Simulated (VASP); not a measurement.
Sn, 1 atom in the cell. Symmetry: Immm, No. 71, orthorhombic system. Conventional cell: a = 3.453 Å, b = 3.551 Å, c = 4.677 Å, α = 90.00°, β = 90.00°, γ = 90.00°. Within 4.5 Å of Sn (site symmetry mmm) lie 12 Sn at 3.41 to 3.55 Å. 

| Quantity | Value |
| --- | --- |
| Program | VASP 6.6.1 |
| Task | vibrations by perturbation theory |
| Functional | PBEsol |
| Potentials or basis | VASP PAW PBE potentials, release 64 (Sn_d) |
| Cutoff | 520 eV |
| k mesh | 12 × 12 × 12 |
| Occupations | methfessel-paxton, width 0.05 eV |
| Spin | no spin polarisation |
| Dipole correction | no |
| Further INCAR settings | ALGO = Normal; EDIFF = 1e-08; IBRION = 8; NSW = 1 |

Potentials or basis: VASP PAW PBE potentials, release 64 (Sn_d).

Launch:

```bash
$ cat potpaw_PBE.64/Sn_d/POTCAR > POTCAR
$ mpirun -np 1 vasp_std > vasp.out
```

Hardware: 1 thread of AMD EPYC 7R43 64-Core Processor (Zen 3) (shared host).

**Question.** Estimate the wall time of this run.

**Answer.** It took 9.9 min on 1 thread of AMD EPYC 7R43 64-Core Processor (Zen 3) (shared host), peak memory 0.28 GiB. Counts: scf iterations 52, k points 280.
